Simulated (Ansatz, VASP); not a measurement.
# Pt in VASP and in Ansatz

```
Pt
1.0
     0.00000    1.97009    1.97009
     1.97009    0.00000    1.97009
     1.97009    1.97009    0.00000
Pt
1
Direct
  0.00000 0.00000 0.00000
```

Alike in both runs: functional r2SCAN; k mesh 18 × 18 × 18; occupations gaussian, width 0.1 eV; no spin polarisation.

Ansatz relaxed the structure, and its values are those at the end. VASP's run is a single point on that final structure, the one shown.

```csv
,VASP,Ansatz
version,VASP 6.6.1,Ansatz 0.2.0
potentials or method,"VASP PAW PBE potentials, release 64 (Pt), cutoff 520 eV","scalar-relativistic, plane waves, PAW"
valence electrons in the cell,10,18
```

```csv
,VASP,Ansatz,Ansatz less VASP
gap on the k mesh at the Fermi level (eV),none,none,-
pressure (GPa),0.7,0.0,-0.69
```

VASP's potentials were made for PBE, not for r2SCAN. A gap of «none» marks a metal or a gap that the smearing closes. The functional is the same, so the differences come from potentials, cutoffs and numerics. VASP's potentials hold 10 valence electrons a cell and Ansatz's 18, so a difference there can come from the potentials and not from the codes.

Spin-orbit coupling is off throughout.
